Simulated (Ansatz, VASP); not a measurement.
One calculation of WS2, two programs

```
S W
1.0
     3.15955    0.00000    0.00000
    -1.57977    2.73625    0.00000
     0.00000    0.00000   23.80426
S W
4 2
Direct
  0.33333 0.66667 0.18904
  0.33333 0.66667 0.32146
  0.66667 0.66667 0.44497
  0.66667 0.66667 0.57739
  0.66667 0.33333 0.25525
  0.00000 0.33333 0.51118
```

Alike in both runs: task single point; functional PBE; dispersion D3(BJ); k mesh 9 × 9 × 1; occupations gaussian, width 0.05 eV; no spin polarisation.

|  | VASP | Ansatz |
| --- | --- | --- |
| version | VASP 6.6.1 | Ansatz 0.2.0 |
| potentials or method | VASP PAW PBE potentials, release 64 (S, W_sv), cutoff 520 eV | scalar-relativistic, plane waves, PAW |
| valence electrons in the cell | 52 | 52 |

Ansatz gave:

* gap on the k mesh at the Fermi level (eV): 1.39
* least direct gap on the mesh (eV): 1.89
* rms of the force components (eV/Å): 0.092

Problem. Estimate VASP's values.

Solution. gap on the k mesh at the Fermi level (eV): 1.40; least direct gap on the mesh (eV): 1.89; rms of the force components (eV/Å): 0.092.

Spin-orbit coupling is off throughout.
